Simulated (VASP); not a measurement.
Pd:

```xyz
1
Lattice="2.4702 0.0000 0.0000 -1.2351 2.1393 0.0000 0.0000 0.0000 2.3894" Properties=species:S:1:pos:R:3 pbc="T T T"
Pd    0.0000    0.0000    0.0000
```

This cell differs from its parent crystal: volume scaled by 0.76.

Base run:

```yaml
Program: VASP 6.6.1
Functional: PBE
Potentials_or_basis: VASP PAW PBE potentials, release 64 (Pd)
Cutoff: 520 eV
k_mesh: 16 × 16 × 15
Occupations: fermi-dirac, width 0.08 eV
Spin: no spin polarisation
```

Its results: band gap on the k mesh zero (band 5 reaches 14.33 eV, above the bottom of band 6 at 11.05 eV); pressure 80.3 GPa.

Problem. The run is repeated on the same cell with these changes: potentials or basis from VASP PAW PBE potentials, release 64 (Pd) to VASP PAW PBE potentials, release 64 (Pd_sv_GW); cutoff from 520 eV to 540 eV; further incar settings from ALGO = Normal; EDIFF = 1e-06; NBANDS = 11 to ALGO = Normal; EDIFF = 1e-06; NBANDS = 15; valence electrons from 10 to 18. What comes out?

Solution. Band gap on the k mesh zero (band 9 reaches 12.74 eV, above the bottom of band 10 at 9.49 eV); pressure 78.4 GPa.
